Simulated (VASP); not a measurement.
Write the native input for VASP 6.6.1 that does the following.

```
Task                   : single point
Functional             : PBEsol
Potentials or basis    : VASP PAW PBE potentials, release 64 (W_sv)
Cutoff                 : 500 eV
k mesh                 : 19 × 19 × 19
Occupations            : fermi-dirac, width 0.05 eV
Spin                   : no spin polarisation
Dipole correction      : no
Further INCAR settings : ALGO = Normal; EDIFF = 1e-06; NBANDS = 13
```

The structure of W lies in POSCAR:

```
W
1.0
   -1.5767711598      1.5767711598      1.5767711598
    1.5767711598     -1.5767711598      1.5767711598
    1.5767711598      1.5767711598     -1.5767711598
W
1
Direct
    0.0000000000      0.0000000000      0.0000000000
```

These files were run (other wordings do the same):

INCAR

```
PREC = Accurate
ENCUT = 500
EDIFF = 1E-6
ISMEAR = -1
SIGMA = 0.05
LREAL = False
LASPH = True
NELM = 120
ALGO = Normal
ISIF = 2
LWAVE = False
LCHARG = False
GGA = PS
NBANDS = 13
GGA_COMPAT = False
```

KPOINTS

```
Automatic mesh
0
Gamma
  19 19 19
```

Potentials or basis: VASP PAW PBE potentials, release 64 (W_sv).

Run with:

```bash
$ cat potpaw_PBE.64/W_sv/POTCAR > POTCAR
$ mpirun -np 1 vasp_std > vasp.out
```

It gave:

The pressure is 0.6 GPa and the band gap on the k mesh is zero (band 7 reaches 16.34 eV, above the bottom of band 8 at 10.18 eV).

Caveat: the PAW data sets were made with another functional, which shifts forces and pressure a little; spin-orbit coupling is left out, which moves the levels of the heavy elements.

Wall time 12 s on 1 thread of Intel(R) Xeon(R) 6975P-C (Granite Rapids), on a shared host, peak memory 0.16 GiB.
